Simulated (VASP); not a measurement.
Here is a VASP 6.6.1 calculation.

The input INCAR:

```
  ALGO = Normal
  EDIFF = 1E-6
  ENCUT = 520
  GGA = RP
  ISIF = 2
  ISMEAR = -1
  LASPH = True
  LCHARG = True
  LELF = True
  LREAL = False
  LVHAR = True
  LWAVE = False
  NBANDS = 13
  NELM = 80
  PREC = Accurate
  SIGMA = 0.1
```

File KPOINTS:

```
k-points
0
Gamma
  17 17 17
```

POSCAR

```
Pb
1.0
    0.0000000000      2.5841937627      2.5841937627
    2.5841937627      0.0000000000      2.5841937627
    2.5841937627      2.5841937627      0.0000000000
Pb
1
Direct
    0.0000000000      0.0000000000      0.0000000000
```

Potentials or basis: VASP PAW PBE potentials, release 64 (Pb_d).

Launch:

```bash
$ cat potpaw_PBE.64/Pb_d/POTCAR > POTCAR
$ mpirun -np 1 vasp_std > vasp.out
```

(1) Estimate the pressure.

(2) Estimate the band gap on the k mesh.

Results:

(1) -1.2 GPa.

(2) zero (band 7 reaches 12.51 eV, above the bottom of band 8 at 4.69 eV).

Caveat: the PAW data sets were made with another functional, which shifts forces and pressure a little; spin-orbit coupling is left out, which moves the levels of the heavy elements.
